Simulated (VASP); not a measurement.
The system is NdAgO4.

```
Nd Ag O
1.0
     4.66574    0.00000    0.00000
    -2.33287    4.04065    0.00000
     0.00000    0.00000    4.66427
Nd Ag O
1 1 4
Direct
  0.66667 0.33333 0.50000
  0.00000 0.00000 0.00000
  0.49596 0.50404 0.00000
  0.49596 0.99192 0.00000
  0.00808 0.50404 0.00000
  0.00000 0.00000 0.50000
```

The cell was built from a structure type or drawn by symmetry, and may not be a known phase.

Base run:

```yaml
Program: VASP 6.6.1
Functional: PBE
Potentials_or_basis: VASP PAW PBE potentials, release 64 (Nd_3, Ag, O), 4f in core
Cutoff: 600 eV
k_mesh: 6 × 6 × 4
Occupations: gaussian, width 0.1 eV
Spin: no spin polarisation
```

Its results: pressure -12.4 GPa; largest force 0.559 eV/Å.

Task: The run is repeated on the same cell with these changes: spin from no spin polarisation to collinear spin; further incar settings from ALGO = Normal; EDIFF = 1e-06; NBANDS = 32 to ALGO = Normal; EDIFF = 1e-06; NBANDS = 36. What comes out?

Result: Pressure -11.9 GPa; net moment 1.69 μB per cell; site moments Nd -0.02; Ag +0.21; O +0.41, +0.10 (each value once) μB; largest force 0.637 eV/Å.

Caveats: the cell stands under tension; the magnetic or orbital state may not be the lowest (at least some runs).
